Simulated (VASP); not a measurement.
# La16HO24 (a cell with a defect) in VASP: single point with PBE

Aim: the single point of La16HO24 (a cell with a defect) with PBE.

All numbers are computed with VASP 6.6.1; they aren't measurements. Logs are shortened: lines on timing, memory, paths and dates and some standing lists are left out, and cuts for length are marked.

## (1) The cell of the first run

The cell holds a defect, 41 atoms: a = 7.881 Å, b = 7.881 Å, c = 12.376 Å, α = 90.00°, β = 90.00°, γ = 120.00°.

## (2) Single point, PBE, collinear spin

The input, INCAR:

```
SYSTEM = La16HO24
PREC = Accurate
ENCUT = 520
EDIFF = 1E-6
ISMEAR = -1
SIGMA = 0.01
LREAL = Auto
LASPH = .TRUE.
NELM = 150
ALGO = Normal
ISIF = 2
LWAVE = .FALSE.
LCHARG = .FALSE.
ISPIN = 2
MAGMOM = 0 0 0 0 0.01 0 0 0 0.01 0 0 0 0.03 0.07 0 0.02 0 0 0 0 0 0 0.01 0 0 0 0 0 0.01 0 0.01 0 0 0 0.02 0.13 0 0 0 0 0.06
LORBIT = 11
NUPDOWN = 1.0
LMAXMIX = 6
GGA = PE
NBANDS = 190
```

The input, KPOINTS:

```
Automatic mesh
0
Gamma
  1 1 1
  0.25 0.25 0.25
```

The input, POSCAR:

```
La16HO24
1.0
    7.8811453700     -0.0000000600      0.0000000000
   -3.9405726400      6.8252721300      0.0000000000
    0.0000000000      0.0000000000     12.3757188400
La O H
16 24 1
Direct
    0.3351043079      0.1666947483      0.3755012586
    0.1661770513      0.3352978411      0.1236857446
    0.3347247579      0.1655141361      0.8757280397
    0.1649762354      0.3348502399      0.6234710969
    0.3351329500      0.6652001464      0.3754944711
    0.1651449462      0.8349048802      0.1219435428
    0.3345276882      0.6654896587      0.8757871070
    0.1650104243      0.8348012946      0.6225685231
    0.8345650104      0.1655343594      0.3772505711
    0.6645940816      0.3351577778      0.1236683719
    0.8346849852      0.1655476922      0.8766075846
    0.6651175785      0.3348760308      0.6233975658
    0.8335184002      0.6650593505      0.3754606953
    0.6646032241      0.8336675713      0.1236588371
    0.8346743564      0.6655570596      0.8756971728
    0.6650543117      0.8348714793      0.6235168316
    0.3317007358      0.1617452021      0.1757684566
    0.1614474303      0.3322163522      0.3235080767
   -0.0000458608      0.0007738886     -0.0008687980
    0.3340689745      0.1661812157      0.6764492720
    0.1658783730      0.3344124551      0.8225568253
    0.0002640180      0.0001037321      0.4999707960
    0.3316220973      0.6686294602      0.1756652707
    0.1655563377      0.8344583046      0.3232900692
   -0.0000090191      0.4995456496     -0.0008423753
    0.3340553684      0.6661366658      0.6764780380
    0.1658016218      0.8343410931      0.8228273551
    0.0001785284      0.5010535748      0.5000715579
    0.8340335219      0.1658483396      0.1757854253
    0.6683438898      0.3319571728      0.3234412523
    0.5005219038      0.0007460552     -0.0008422137
    0.8339038450      0.1660851067      0.6762765144
    0.6659238882      0.3345031519      0.8226726974
    0.4992804513      0.0000763383      0.4997991696
    0.8382853211      0.6682212758      0.1754973613
    0.6681000001      0.8387015098      0.3234482014
    0.4997455963      0.5000026321     -0.0002686713
    0.8338539092      0.6660891996      0.6764959764
    0.6658166900      0.8343409510      0.8227680454
    0.4999348551      0.5002925839      0.4993086931
   -0.5002664827     -0.4999859295      0.2494971840
```

Potentials or basis: VASP PAW PBE potentials, release 64 (La, O, H).

Launch:

```console
$ cat potpaw_PBE.64/La/POTCAR potpaw_PBE.64/O/POTCAR potpaw_PBE.64/H/POTCAR > POTCAR
$ mpirun -np 1 vasp_std > vasp.out
```

OUTCAR:

```text
SYSTEM = La16HO24
   PREC = Accurate
   ENCUT = 520
   EDIFF = 1E-6
   ISMEAR = -1
   LREAL = Auto
   LASPH = .TRUE.
   NELM = 150
   ISIF = 2
   ISPIN = 2
   LORBIT = 11
   NUPDOWN = 1.0
   GGA = PE

 ion  position               nearest neighbor table
   1  0.335  0.167  0.376-  24 2.36  30 2.36  18 2.40  17 2.47  34 2.73  40 2.74  22 2.76
   2  0.166  0.335  0.124-  29 2.36  23 2.36  17 2.40  18 2.47  25 2.73  37 2.75  19 2.75
   3  0.335  0.166  0.876-  27 2.35  33 2.35  21 2.40  20 2.47  31 2.72  19 2.75  37 2.75
   4  0.165  0.335  0.623-  32 2.35  26 2.35  20 2.40  21 2.46  28 2.73  22 2.75  40 2.75
   5  0.335  0.665  0.375-  18 2.36  36 2.36  24 2.40  23 2.47  40 2.72  34 2.76  28 2.76
   6  0.165  0.835  0.122-  35 2.33  17 2.33  23 2.37  24 2.49  19 2.72  25 2.75  31 2.75
[... 8 lines left out ...]
  15  0.835  0.666  0.876-  27 2.35  33 2.35  39 2.40  38 2.47  25 2.73  19 2.75  37 2.75
  16  0.665  0.835  0.624-  26 2.35  32 2.35  38 2.40  39 2.47  34 2.73  22 2.75  40 2.75
  17  0.332  0.162  0.176-   6 2.33  10 2.36   2 2.40   1 2.47
[... 8 lines left out ...]
  26  0.334  0.666  0.676-  16 2.35   4 2.35   8 2.40   7 2.47
  27  0.166  0.834  0.823-  15 2.35   3 2.35   7 2.40   8 2.48
  28  0.000  0.501  0.500-   4 2.73  13 2.73   8 2.74   9 2.75  12 2.75   5 2.76
  29  0.834  0.166  0.176-   2 2.36  14 2.36  10 2.40   9 2.49
  30  0.668  0.332  0.323-  13 2.36   1 2.36   9 2.37  10 2.47
  31  0.501  0.001  0.999-   3 2.72  14 2.74  11 2.74   6 2.75   7 2.75  10 2.75
  32  0.834  0.166  0.676-   4 2.35  16 2.35  12 2.40  11 2.48
  33  0.666  0.335  0.823-  15 2.35   3 2.35  11 2.40  12 2.47
  34  0.499  0.000  0.500-  16 2.73   1 2.73   8 2.74   9 2.75  12 2.75   5 2.76
  35  0.838  0.668  0.175-   6 2.33  10 2.36  14 2.40  13 2.47
  36  0.668  0.839  0.323-   9 2.33   5 2.36  13 2.40  14 2.47
  37  0.500  0.500  1.000-  10 2.72   7 2.73   2 2.75  14 2.75   3 2.75  15 2.75
  38  0.834  0.666  0.676-  12 2.35   8 2.36  16 2.40  15 2.47
  39  0.666  0.834  0.823-   7 2.35  11 2.36  15 2.40  16 2.47
  40  0.500  0.500  0.499-   5 2.72  12 2.73   1 2.74  13 2.74  16 2.75   4 2.75
  41  0.500  0.500  0.249-

  LATTYP: Found a hexagonal cell.
 ALAT       =     7.8811453700
 C/A-ratio  =     1.5702944507

  Lattice vectors:

 A1 = (   7.8811453700,  -0.0000000600,   0.0000000000)
 A2 = (  -3.9405726400,   6.8252721300,   0.0000000000)
 A3 = (   0.0000000000,   0.0000000000,  12.3757188400)

Analysis of symmetry for initial positions (statically):
=====================================================================
 Subroutine PRICEL returns:
 Original cell was already a primitive cell.

 Routine SETGRP: Setting up the symmetry group for a
 hexagonal supercell.
[... 236 lines left out ...]
  free energy    TOTEN  =      -336.37108175 eV

  energy without entropy =     -336.37108175  energy(sigma->0) =     -336.37108175

 E-fermi :   6.0401     XC(G=0): -10.4286

 val. band max:        6.0097171567   @ k =   0.2500   0.2500   0.2500
 cond. band min:       7.1243773379   @ k =   0.5000   0.2500   0.2500
 fundamental gap:      1.1146601811
 Fermi energy:         6.3041545625

 spin component 1

 k-point     1 :       0.2500    0.2500    0.2500
  band No.  band energies     occupation
      1     -23.9671      1.00000
      2     -23.9209      1.00000
      3     -23.9040      1.00000
      4     -23.8968      1.00000
      5     -23.8671      1.00000
      6     -23.8644      1.00000
[... 1039 lines left out ...]
    171      10.4295      0.00000
    172      10.4631      0.00000
 Fermi energy:         6.0401334685

 spin component 2

 k-point     1 :       0.2500    0.2500    0.2500
  band No.  band energies     occupation
      1     -23.9666      1.00000
      2     -23.9210      1.00000
      3     -23.9041      1.00000
      4     -23.8962      1.00000
      5     -23.8673      1.00000
      6     -23.8645      1.00000
[... 1039 lines left out ...]
    171      10.4393      0.00000
    172      10.4669      0.00000
 [bands above 172 left out]

------------------------ aborting loop because EDIFF is reached ----------------------------------------

  FORCE on cell =-STRESS in cart. coord.  units (eV):
  Direction    XX          YY          ZZ          XY          YZ          ZX
  --------------------------------------------------------------------------------------
  -------------------------------------------------------------------------------------
  Total       -2.9235793     -0.5594981     -1.3213823      2.1107002      0.7501620     -1.3727955
  in kB       -7.0363222     -1.3465715     -3.1802357      5.0799262      1.8054519     -3.3039744
  external PRESSURE =      -3.8543765 kB  Pullay stress =       0.0000000 kB

 VOLUME and BASIS-vectors are now :
 -----------------------------------------------------------------------------
  energy-cutoff  :      520.00
  volume of cell :      665.70
      direct lattice vectors                 reciprocal lattice vectors
     7.881145370 -0.000000060  0.000000000     0.126885111  0.073257152  0.000000000
    -3.940572640  6.825272130  0.000000000     0.000000001  0.146514305  0.000000000
     0.000000000  0.000000000 12.375718840     0.000000000  0.000000000  0.080803387

 POSITION                                       TOTAL-FORCE (eV/Angst)
 -----------------------------------------------------------------------------------
      1.98413      1.13774      4.64710        -0.125587      0.075084     -0.012956
     -0.01160      2.28850      1.53070         0.130493     -0.064344      0.015583
      1.98579      1.12968     10.83776        -0.138266      0.069072     -0.013597
     -0.01930      2.28544      7.71590         0.132624     -0.078188      0.008559
      0.01996      4.54017      4.64701        -0.120571      0.067092     -0.017767
     -1.98847      5.69845      1.50914         0.139590     -0.077712      0.009334
[... 33 lines left out ...]
      1.96862      3.41463      6.17930         0.000354      0.000843     -0.000278
      1.96813      3.41273      3.08771         0.000154      0.001188      0.001242
 -----------------------------------------------------------------------------------
    total drift:                                0.001949     -0.002061     -0.030605

  FREE ENERGIE OF THE ION-ELECTRON SYSTEM (eV)
  ---------------------------------------------------
  free  energy   TOTEN  =      -336.3710817530 eV

  energy  without entropy=     -336.3710817530  energy(sigma->0) =     -336.37108175

 total charge

# of ion       s       p       d       f       tot
--------------------------------------------------
    1        2.017   5.695   0.631   0.236   8.579
    2        2.017   5.695   0.631   0.236   8.579
    3        2.018   5.694   0.638   0.237   8.588
    4        2.018   5.694   0.638   0.238   8.589
    5        2.017   5.695   0.631   0.235   8.578
    6        2.020   5.692   0.653   0.247   8.612
[... 33 lines left out ...]
   40        1.557   3.370   0.000   0.000   4.927
   41        0.436   0.004   0.000   0.000   0.440
--------------------------------------------------
tot         70.305 173.360  10.189   3.806 257.659

 magnetization (x)

# of ion       s       p       d       f       tot
--------------------------------------------------
    1       -0.000   0.000  -0.004   0.002  -0.002
    2       -0.000   0.000  -0.004   0.002  -0.002
    3       -0.000   0.000  -0.000   0.000   0.000
    4       -0.000   0.000  -0.000   0.000   0.000
    5       -0.000   0.000  -0.004   0.002  -0.002
    6        0.000   0.006   0.011   0.004   0.021
[... 33 lines left out ...]
   40        0.000   0.008   0.000   0.000   0.008
   41        0.254   0.000   0.000   0.000   0.255
--------------------------------------------------
tot          0.262   0.389   0.000   0.020   0.672
```

OSZICAR:

```text
N       E                     dE             d eps       ncg     rms          rms(c)
DAV:   1     0.543115163837E+04    0.54312E+04   -0.10712E+05  4592   0.259E+03
DAV:   2     0.226266913007E+04   -0.31685E+04   -0.29764E+04  5616   0.590E+02
DAV:   3     0.558329625729E+03   -0.17043E+04   -0.16587E+04  7240   0.370E+02
[... 13 lines left out ...]
DAV:  17    -0.336371058192E+03   -0.39388E-04   -0.36737E-04  8336   0.512E-02    0.890E-03
DAV:  18    -0.336371071298E+03   -0.13106E-04   -0.13151E-04  4968   0.326E-02    0.614E-03
DAV:  19    -0.336371077118E+03   -0.58195E-05   -0.52736E-05  5168   0.207E-02    0.455E-03
DAV:  20    -0.336371079990E+03   -0.28722E-05   -0.19030E-05  4096   0.162E-02    0.296E-03
DAV:  21    -0.336371081306E+03   -0.13168E-05   -0.85511E-06  4280   0.120E-02    0.202E-03
DAV:  22    -0.336371081753E+03   -0.44654E-06   -0.33479E-06  3928   0.955E-03
   1 F= -.33637108E+03 E0= -.33637108E+03  d E =-.306412E-13  mag=     1.0000
```

stdout:

```text
POSCAR found type information on POSCAR LaO H
 POSCAR found :  3 types and      41 ions
 scaLAPACK will be used
 LDA part: xc-table for (Slater+PW92), standard interpolation
 POSCAR, INCAR and KPOINTS ok, starting setup
 FFT: planning ... GRIDC
 FFT: planning ... GRID_SOFT
 FFT: planning ... GRID
 WAVECAR not read
 entering main loop
```

It took 1.5 h on 1 thread of Intel Xeon Platinum 8488C (Sapphire Rapids), shared host; peak memory 1.6 GiB.

What came out:

```
Free energy                                           : -336.3711 eV
Pressure                                              : -0.4 GPa
Largest force                                         : 0.160 eV/Å
Net moment                                            : 1.00 μB per cell
Site moments                                          : La -0.00, +0.00, +0.02 (each value once); O +0.06, +0.00, +0.01 (each value once); H +0.26 μB
Valence electrons inside the program's atomic spheres : La 8.58, 8.59, 8.61 (each value once); O 5.02, 4.93, 5.03 (each value once); H 0.44
```

Forces in eV/Å, atoms in the order of the input:
```
La  -0.126  0.075 -0.013
La   0.130 -0.064  0.016
La  -0.138  0.069 -0.014
La   0.133 -0.078  0.009
La  -0.121  0.067 -0.018
La   0.140 -0.078  0.009
La  -0.139  0.076 -0.013
La   0.130 -0.066  0.014
La  -0.134  0.077 -0.011
La   0.120 -0.065  0.015
La  -0.126  0.079 -0.013
La   0.137 -0.077  0.012
La  -0.131  0.069 -0.016
La   0.127 -0.073  0.019
La  -0.123  0.080 -0.008
La   0.135 -0.064  0.006
O   -0.107  0.075 -0.002
O    0.118 -0.058  0.000
O    0.000 -0.004 -0.006
O   -0.130  0.074 -0.008
O    0.129 -0.075  0.009
O   -0.002 -0.002  0.006
O   -0.132  0.076 -0.005
O    0.131 -0.075  0.009
O   -0.005  0.001 -0.007
O   -0.129  0.074 -0.007
O    0.129 -0.079 -0.002
O    0.002 -0.005  0.003
O   -0.128  0.074 -0.005
O    0.130 -0.077  0.008
O   -0.003 -0.002 -0.005
O   -0.132  0.073  0.000
O    0.127 -0.075  0.004
O    0.006 -0.003  0.007
O   -0.122  0.060  0.005
O    0.109 -0.077  0.000
O   -0.003  0.003 -0.001
O   -0.132  0.075 -0.007
O    0.128 -0.080  0.004
O    0.000  0.001  0.000
H    0.000  0.001  0.001
```

Stress tensor (GPa, compression positive):
```
-0.70  0.51 -0.33
 0.51 -0.13  0.18
-0.33  0.18 -0.32
```

Caveat: the k points lie up to 0.46 Å⁻¹ apart; spin-orbit coupling is left out, which moves the levels of the heavy elements; the total moment is fixed, so each spin has its own Fermi level and the state may be an excited one.
